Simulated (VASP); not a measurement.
Wanted: the native input for a VASP 6.6.1 run.

```
Task                   : single point
Functional             : PBE
Potentials or basis    : VASP PAW PBE potentials, release 64 (Ge_d, W_sv)
Cutoff                 : 520 eV
k mesh                 : 18 × 18 × 6
Occupations            : gaussian, width 0.1 eV
Spin                   : no spin polarisation
Dipole correction      : no
Further INCAR settings : ALGO = Normal; EDIFF = 1e-06; NBANDS = 36
```

The structure of GeW lies in POSCAR:

```
GeW
1.0
    3.1908145940      0.0000000000      0.0000000000
   -1.5954072970      2.7633264971      0.0000000000
    0.0000000000      0.0000000000      7.2972689881
Ge W
2 2
Direct
    0.3333333333      0.6666666667      0.2500000000
    0.6666666667      0.3333333333      0.7500000000
    0.0000000000      0.0000000000      0.0000000000
    0.0000000000      0.0000000000      0.5000000000
```

One way to write it, as run:

INCAR

```
ALGO = Normal
EDIFF = 1E-6
ENCUT = 520
GGA = PE
ISIF = 2
ISMEAR = 0
LASPH = T
LCHARG = T
LELF = T
LREAL = F
LVHAR = T
LWAVE = F
NBANDS = 36
NELM = 80
PREC = Accurate
SIGMA = 0.1
```

KPOINTS

```
k-points
0
Gamma
  18 18 6
```

Potentials or basis: VASP PAW PBE potentials, release 64 (Ge_d, W_sv).

The run is started by

```console
$ cat potpaw_PBE.64/Ge_d/POTCAR potpaw_PBE.64/W_sv/POTCAR > POTCAR
$ mpirun -np 1 vasp_std > vasp.out
```

It gave:

The pressure is 0.4 GPa and the band gap on the k mesh is zero (bands 28 and 29 overlap by 0.79 eV).

Caveat: spin-orbit coupling is left out, which moves the levels of the heavy elements.

Wall time 5.2 min on 1 thread of Intel(R) Xeon(R) Platinum 8488C (Sapphire Rapids), on a shared host, peak memory 0.38 GiB.
